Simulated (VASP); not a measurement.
# GaP (F-43m) in VASP: notebook

Runs on GaP. Level: r2SCAN. Tasks: single point.

Program: VASP 6.6.1. These are calculated values, not measurements. Logs are shortened: lines on timing, memory, paths and dates and some standing lists are left out, and cuts for length are marked.

**Measured values to compare with.**

“Stacking defects in GaP nanowires: Electronic structure and optical properties”, 2018, arxiv:1810.01194 quotes, for a bulk crystal of GaP at 10 K: band gap 2.34 eV (indirect).

The runs below are set against these values where they give the same quantity.

### 1 The cell of the first run

The structure is cubic, space group F-43m (No. 216). Conventional cell: a = 5.451 Å, b = 5.451 Å, c = 5.451 Å, α = 90.00°, β = 90.00°, γ = 90.00°. Ga (site symmetry -43m) has 4 P at 2.36 Å within 3.1 Å. P (site symmetry -43m) has 4 Ga at 2.36 Å within 3.1 Å.

### 2 Single point, r2SCAN

POSCAR

```
GaP
1.0
    0.0000000000      2.7252500000      2.7252500000
    2.7252500000      0.0000000000      2.7252500000
    2.7252500000      2.7252500000      0.0000000000
Ga P
1 1
Direct
    0.0000000000      0.0000000000      0.0000000000
    0.7500000000      0.7500000000      0.7500000000
```

INCAR.step1

```
SYSTEM = GaP
  PREC = Accurate
  ENCUT = 520
  ISMEAR = 0
  SIGMA = 0.05
  LREAL = .False.
  LASPH = .True.
  NELM = 60
  NBANDS = 16
  GGA = PE
  ALGO = Normal
  EDIFF = 1E-4
  LWAVE = .True.
  LCHARG = .False.
```

INCAR.step2

```
SYSTEM = GaP
  PREC = Accurate
  ENCUT = 520
  EDIFF = 1E-7
  ISMEAR = 0
  SIGMA = 0.05
  LREAL = .False.
  LASPH = .True.
  NELM = 60
  ALGO = Normal
  ISIF = 2
  LWAVE = .False.
  LCHARG = .False.
  METAGGA = R2SCAN
  LMIXTAU = .True.
  NBANDS = 16
  ISTART = 1
```

KPOINTS

```
regular mesh
0
Gamma
  8 8 8
  0 0 0
```

Potentials or basis: VASP PAW PBE potentials, release 64 (Ga_d, P).

The run is started by

```
> cat potpaw_PBE.64/Ga_d/POTCAR potpaw_PBE.64/P/POTCAR > POTCAR
> cp INCAR.step1 INCAR
> mpirun -np 1 vasp_std > vasp.out
> cp INCAR.step2 INCAR
> mpirun -np 1 vasp_std > vasp.out
```

OUTCAR:

```text
SYSTEM = GaP
   PREC = Accurate
   ENCUT = 520
   EDIFF = 1E-7
   ISMEAR = 0
   LREAL = .False.
   LASPH = .True.
   NELM = 60
   ISIF = 2
   METAGGA = R2SCAN
   ISTART = 1

 ion  position               nearest neighbor table
   1  0.000  0.000  0.000-   2 2.36   2 2.36   2 2.36   2 2.36
   2  0.750  0.750  0.750-   1 2.36   1 2.36   1 2.36   1 2.36

  LATTYP: Found a face centered cubic cell.
 ALAT       =     5.4505000000

  Lattice vectors:

 A1 = (   0.0000000000,   2.7252500000,   2.7252500000)
 A2 = (   2.7252500000,   0.0000000000,   2.7252500000)
 A3 = (   2.7252500000,   2.7252500000,   0.0000000000)

Analysis of symmetry for initial positions (statically):
=====================================================================
 Subroutine PRICEL returns:
 Original cell was already a primitive cell.

 Routine SETGRP: Setting up the symmetry group for a
 face centered cubic supercell.

 Subroutine GETGRP returns: Found 24 space group operations
 (whereof 24 operations were pure point group operations)
 out of a pool of 48 trial point group operations.

The static configuration has the point symmetry T_d .

Analysis of symmetry for dynamics (positions and initial velocities):
=====================================================================
 Subroutine PRICEL returns:
 Original cell was already a primitive cell.

 Routine SETGRP: Setting up the symmetry group for a
 face centered cubic supercell.

 Subroutine GETGRP returns: Found 24 space group operations
 (whereof 24 operations were pure point group operations)
 out of a pool of 48 trial point group operations.

The dynamic configuration has the point symmetry T_d .

 Subroutine INISYM returns: Found 24 space group operations
 (whereof 24 operations are pure point group operations),
 and found     1 'primitive' translations

----------------------------------------------------------------------------------------

                                     Primitive cell

  volume of cell :      40.4808

  direct lattice vectors                    reciprocal lattice vectors
     0.000000000  2.725250000  2.725250000    -0.183469406  0.183469406  0.183469406
     2.725250000  0.000000000  2.725250000     0.183469406 -0.183469406  0.183469406
     2.725250000  2.725250000  0.000000000     0.183469406  0.183469406 -0.183469406

  length of vectors
     3.854085511  3.854085511  3.854085511     0.317778334  0.317778334  0.317778334

  position of ions in fractional coordinates (direct lattice)
     0.000000000  0.000000000  0.000000000
     0.750000000  0.750000000  0.750000000

  ion indices of the primitive-cell ions
   primitive index   ion index
                 1           1
[... 71 lines left out ...]
   ENCUT  =  520.0 eV  38.22 Ry    6.18 a.u.   7.17  7.17  7.17*2*pi/ulx,y,z
   NELM   =     60;   NELMIN=  2; NELMDL=  0     # of ELM steps
   EDIFF  = 0.1E-06   stopping-criterion for ELM
   LREAL  =      F    real-space projection
   EDIFFG = 0.1E-05   stopping-criterion for IOM
   NSW    =      0    number of steps for IOM
   IBRION =     -1    ionic relax: 0-MD 1-quasi-New 2-CG
   NFREE  =      0    steps in history (QN), initial steepest desc. (CG)
   ISIF   =      2    stress and relaxation
   ISYM   =      2    0-nonsym 1-usesym 2-fastsym
   POTIM  = 0.5000    time-step for ionic-motion
   TEBEG  =    0.0;   TEEND  =   0.0 temperature during run
   PSTRESS=    0.0 pullay stress
   NELECT =      18.0000    total number of electrons
   NUPDOWN=      -1.0000    fix difference up-down
   EMIN   =  10.00;   EMAX   =-10.00  energy-range for DOS
   EFERMI =   0.00;   METHOD = LEGACY
   ISMEAR =     0;   SIGMA  =   0.05  broadening in eV -4-tet -1-fermi 0-gaus
   EFERMI_NEDOS =   21; number of points for ismear=-14 and -15
   IALGO  =     38    algorithm
   IMIX   =      4    mixing-type and parameters
     AMIX     =   0.40;   BMIX     =  1.00
     AMIX_MAG =   1.60;   BMIX_MAG =  1.00
  volume/ion in A,a.u.               =      20.24       136.59
  Fermi-wavevector in a.u.,A,eV,Ry     =   1.249538  2.361284 21.243377  1.561344
  Thomas-Fermi vector in A             =   2.383574
   LORBIT       =      0    0 simple, 1 ext, 2 COOP (PROOUT), +10 PAW based schemes
   METAGGA = R2SCAN    functional components
   LHFCALC =     F    Hartree Fock is set to
   AEXX    =    0.0000 exact exchange contribution
   IVDW    =     0    specifies the selected vdW correction
   LEPSILON=     F    determine dielectric tensor
   LRPA    =     F    only Hartree local field effects (RPA)
 non-spin polarized calculation
 Gauss-broadening in eV      SIGMA  =   0.05
  energy-cutoff  :      520.00
  volume of cell :       40.48
 maximum number of plane-waves:      1106
 NGX is ok and might be reduce to    30
   NGX = 15   NGY = 15   NGZ = 15

 number of electron      17.9999989 magnetization

 Free energy of the ion-electron system (eV)
  ---------------------------------------------------
  ext. energy  EPLUGINS =         0.00000000
  ---------------------------------------------------
  free energy    TOTEN  =       -21.46308924 eV

  energy without entropy =      -21.46308924  energy(sigma->0) =      -21.46308924

 E-fermi :   4.6619     XC(G=0): -10.5489

 val. band max:        4.4620723057   @ k =   0.0000   0.0000   0.0000
 cond. band min:       6.3643000123   @ k =   0.3750   0.3750   0.0000
 fundamental gap:      1.9022277066
 Fermi energy:         4.6619188072

 k-point     1 :       0.0000    0.0000    0.0000
  band No.  band energies     occupation
      1     -10.5271      2.00000
      2     -10.5271      2.00000
      3     -10.5271      2.00000
      4     -10.4134      2.00000
      5     -10.4134      2.00000
      6      -8.5595      2.00000
[... 433 lines left out ...]
      3     -10.4805      2.00000
      4     -10.4189      2.00000
      5     -10.4057      2.00000
      6      -5.9751      2.00000
[... 8 lines left out ...]
     15      17.1309      0.00000
     16      17.7130      0.00000

 [... further k-points ...]
[... 5 lines left out ...]
  --------------------------------------------------------------------------------------
  -------------------------------------------------------------------------------------
  Total       -0.0049376     -0.0049376     -0.0049376      0.0000000      0.0000000     -0.0000000
  in kB       -0.1954240     -0.1954240     -0.1954240      0.0000000      0.0000000     -0.0000000
  external PRESSURE =      -0.1954240 kB  Pullay stress =       0.0000000 kB

 VOLUME and BASIS-vectors are now :
 -----------------------------------------------------------------------------
  energy-cutoff  :      520.00
  volume of cell :       40.48
      direct lattice vectors                 reciprocal lattice vectors
     0.000000000  2.725250000  2.725250000    -0.183469406  0.183469406  0.183469406
     2.725250000  0.000000000  2.725250000     0.183469406 -0.183469406  0.183469406
     2.725250000  2.725250000  0.000000000     0.183469406  0.183469406 -0.183469406

 POSITION                                       TOTAL-FORCE (eV/Angst)
 -----------------------------------------------------------------------------------
      0.00000      0.00000      0.00000        -0.000000     -0.000000     -0.000000
      4.08788      4.08788      4.08788         0.000000      0.000000      0.000000
 -----------------------------------------------------------------------------------
    total drift:                               -0.000010     -0.000010     -0.000010

  FREE ENERGIE OF THE ION-ELECTRON SYSTEM (eV)
  ---------------------------------------------------
  free  energy   TOTEN  =       -21.4630892373 eV

  energy  without entropy=      -21.4630892373  energy(sigma->0) =      -21.46308924
```

OUTCAR.step1:

```text
SYSTEM = GaP
   PREC = Accurate
   ENCUT = 520
   ISMEAR = 0
   LREAL = .False.
   LASPH = .True.
[... 678 lines left out ...]
      0.00000      0.00000      0.00000         0.000000      0.000000     -0.000000
      4.08788      4.08788      4.08788        -0.000000     -0.000000      0.000000
 -----------------------------------------------------------------------------------
    total drift:                               -0.000002     -0.000002     -0.000002

  FREE ENERGIE OF THE ION-ELECTRON SYSTEM (eV)
  ---------------------------------------------------
  free  energy   TOTEN  =        -9.1160482334 eV

  energy  without entropy=       -9.1160482334  energy(sigma->0) =       -9.11604823
```

OSZICAR.step1:

```text
N       E                     dE             d eps       ncg     rms          rms(c)
DAV:   1     0.804649933237E+02    0.80465E+02   -0.90530E+03   944   0.161E+03
DAV:   2    -0.324547505200E+01   -0.83710E+02   -0.79665E+02  1064   0.308E+02
DAV:   3    -0.928423065986E+01   -0.60388E+01   -0.60155E+01  1144   0.646E+01
DAV:   4    -0.938364864034E+01   -0.99418E-01   -0.99394E-01  1168   0.912E+00
DAV:   5    -0.938551442992E+01   -0.18658E-02   -0.18657E-02  1192   0.109E+00    0.425E+00
DAV:   6    -0.914250030947E+01    0.24301E+00   -0.37846E-01  1464   0.105E+01    0.281E+00
DAV:   7    -0.911527723122E+01    0.27223E-01   -0.95068E-02  1248   0.207E+00    0.112E+00
DAV:   8    -0.911558118518E+01   -0.30395E-03   -0.13415E-02  1064   0.140E+00    0.198E-01
DAV:   9    -0.911597987263E+01   -0.39869E-03   -0.13316E-03  1184   0.499E-01    0.802E-02
DAV:  10    -0.911604823337E+01   -0.68361E-04   -0.87245E-05   984   0.116E-01
   1 F= -.91160482E+01 E0= -.91160482E+01  d E =-.411665E-12
```

It took 79 s on 1 thread of Intel Xeon 6975P-C, shared host; peak memory 0.18 GiB.

Results:

```
Free energy            : -21.4631 eV
Pressure               : 0.0 GPa
Band gap on the k mesh : 1.90 eV, indirect (least direct gap 2.34 eV)
```

Caveat: the PAW data sets were made with another functional, which shifts forces and pressure a little.

### 3 Single point, r2SCAN

POSCAR is that of step 2.

INCAR.step1

```
ALGO     = Normal         # electronic algorithm
EDIFF    = 1E-4           # SCF threshold, eV
ENCUT    = 520            # plane-wave cutoff, eV
GGA      = PE             # functional
ISMEAR   = 0              # smearing method
LASPH    = True           # aspherical terms in the spheres
LCHARG   = False          # write CHGCAR
LREAL    = False          # projectors in reciprocal space
LWAVE    = True           # write WAVECAR
NBANDS   = 16             # bands
NELM     = 60             # most SCF steps
PREC     = Accurate       # precision mode
SIGMA    = 0.05           # smearing width, eV
```

INCAR.step2

```
ALGO     = Normal         # electronic algorithm
EDIFF    = 1E-6           # SCF threshold, eV
ENCUT    = 520            # plane-wave cutoff, eV
ISIF     = 2              # what is computed and relaxed
ISMEAR   = 0              # smearing method
ISTART   = 1            
LASPH    = True           # aspherical terms in the spheres
LCHARG   = True           # write CHGCAR
LELF     = True           # ELF
LMIXTAU  = True         
LREAL    = False          # projectors in reciprocal space
LVHAR    = True         
LWAVE    = False          # write WAVECAR
METAGGA  = R2SCAN         # meta-GGA
NBANDS   = 16             # bands
NELM     = 60             # most SCF steps
PREC     = Accurate       # precision mode
SIGMA    = 0.05           # smearing width, eV
```

KPOINTS

```
k-points
0
Gamma
  10 10 10
```

Potentials or basis: VASP PAW PBE potentials, release 64 (Ga_d, P).

The run is started by

```
> cat potpaw_PBE.64/Ga_d/POTCAR potpaw_PBE.64/P/POTCAR > POTCAR
> cp INCAR.step1 INCAR
> mpirun -np 1 vasp_std > vasp.out
> cp INCAR.step2 INCAR
> mpirun -np 1 vasp_std > vasp.out
```

Wall time 1.8 min (1 thread of Intel Xeon 6975P-C, shared host); peak memory 0.18 GiB.

It converged, with:

* Free energy: -21.4647 eV
* Pressure: 0.0 GPa
* Band gap on the k mesh: 1.86 eV, indirect (least direct gap 2.34 eV)

Levels at points of the mesh, in eV from the valence-band top:
```tsv
k point	band 7	band 8	band 9	band 10	band 11	band 12
(0.00, 0.00, 0.00)	0.00	0.00	0.00	2.34	4.19	4.19
(0.50, 0.00, 0.00)	-6.84	-1.17	-1.17	2.04	5.06	5.06
(0.50, 0.50, 0.00)	-6.96	-2.80	-2.80	1.91	2.10	11.35
```

Caveat: the PAW data sets were made with another functional, which shifts forces and pressure a little.

### 4 Against experiment

Step 2. Measured gap of GaP: 2.34 eV (indirect; 10 K; quoted in “Stacking defects in GaP nanowires: Electronic structure and optical properties”, 2018, arxiv:1810.01194). This calculation gives 1.90 eV (-0.44 eV). Spin-orbit coupling on Ga is left out. The value is that of r2SCAN on a finite k mesh, which can miss the band edges, without temperature or zero-point motion.

Step 3. A measured gap of GaP is 2.34 eV (indirect; 10 K; quoted in “Stacking defects in GaP nanowires: Electronic structure and optical properties”, 2018, arxiv:1810.01194); the calculated 1.86 eV misses it by -0.48 eV. Spin-orbit coupling on Ga is left out. The value is that of r2SCAN on a finite k mesh, which can miss the band edges, without temperature or zero-point motion.
